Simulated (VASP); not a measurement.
Set up this calculation in VASP 6.6.1, as the native input.

```
Task                   : single point
Functional             : PBE
Potentials or basis    : VASP PAW PBE potentials, release 64 (Y_sv)
Cutoff                 : 520 eV
k mesh                 : 18 × 18 × 6
Occupations            : gaussian, width 0.1 eV
Spin                   : no spin polarisation
Dipole correction      : no
Further INCAR settings : ALGO = Fast; EDIFF = 1e-06; NBANDS = 30
```

The structure of Y lies in POSCAR:

```
Y
1.0
    3.8141250121      0.0000000000      0.0000000000
   -1.9070625061      3.3031291537      0.0000000000
    0.0000000000      0.0000000000     12.2785871260
Y
4
Direct
    0.0000000000      0.0000000000      0.0000000000
    0.3333333333      0.6666666667      0.2500000000
    0.0000000000      0.0000000000      0.5000000000
    0.6666666667      0.3333333333      0.7500000000
```

This cell differs from its parent crystal: equal strain along all axes, cell held: +6.0 %.

These files were run (other wordings do the same):

INCAR

```
PREC = Accurate ; ENCUT = 520
EDIFF = 1E-6 ; ISMEAR = 0
SIGMA = 0.1 ; LREAL = F
LASPH = T ; NELM = 80
ALGO = Fast ; ISIF = 2
LWAVE = F ; LCHARG = F
GGA = PE ; NBANDS = 30
```

KPOINTS

```
regular mesh
0
Gamma
  18 18 6
```

Potentials or basis: VASP PAW PBE potentials, release 64 (Y_sv).

Command:

```console
$ cat potpaw_PBE.64/Y_sv/POTCAR > POTCAR
$ mpirun -np 1 vasp_std > vasp.out
```

Results of the run:

```
Pressure               : -5.2 GPa
Band gap on the k mesh : zero (bands 22 and 23 overlap by 1.07 eV)
```

Caveat: the cell differs from its parent crystal (equal strain along all axes, cell held: +6.0 %); the cell stands under tension.

Wall time 10 min on 1 thread of Intel(R) Xeon(R) 6975P-C (Granite Rapids), with other jobs on the host, peak memory 0.65 GiB.
